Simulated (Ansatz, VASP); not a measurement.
# MgO: VASP beside Ansatz

File INCAR:

```
  ALGO = Normal
  EDIFF = 1E-6
  ENCUT = 600
  GGA = PE
  GGA_COMPAT = False
  ISIF = 2
  ISMEAR = -1
  LASPH = True
  LCHARG = False
  LREAL = False
  LWAVE = False
  NBANDS = 11
  NELM = 120
  PREC = Accurate
  SIGMA = 0.05
```

Contents of KPOINTS:

```
k-points
0
Gamma
  8 8 8
```

Contents of POSCAR:

```
MgO
1.0
    0.0000000000      2.1056500000      2.1056500000
    2.1056500000      0.0000000000      2.1056500000
    2.1056500000      2.1056500000      0.0000000000
Mg O
1 1
Direct
    0.0000000000      0.0000000000      0.0000000000
    0.5000000000      0.5000000000      0.5000000000
```

Input for Ansatz:

```yaml
crystal:
  lattice:
    - [0.0, 2.10565, 2.10565]
    - [2.10565, 0.0, 2.10565]
    - [2.10565, 2.10565, 0.0]
  atoms:
    - { symbol: Mg, position: [0.0, 0.0, 0.0] }
    - { symbol: O, position: [0.5, 0.5, 0.5] }
hamiltonian:
  xc: pbe
  pseudopotentials: { kind: paw }
basis:
  ecutwfc: 420
kpoints:
  mp_grid: { grid: [8, 8, 8] }
scf:
  occupations: { method: fermi_dirac, width: 0.05 }
  lower_state_search: "off"
  max_iter: 60
output:
  forces: true
  stress: true
```

Alike in both runs: task single point; functional PBE; k mesh 8 × 8 × 8; occupations fermi-dirac, width 0.05 eV; no spin polarisation.

```csv
,VASP,Ansatz
version,VASP 6.6.1,Ansatz 0.2.0
potentials or method,"VASP PAW PBE potentials, release 64 (Mg, O), cutoff 600 eV","PAW, plane waves, scalar-relativistic"
valence electrons in the cell,8,16
```

|  | VASP | Ansatz | Ansatz less VASP |
| --- | --- | --- | --- |
| pressure (GPa) | 3.8 | 4.8 | +0.98 |

VASP's potentials hold 8 valence electrons a cell and Ansatz's 16, so a difference there can come from the potentials and not from the codes.
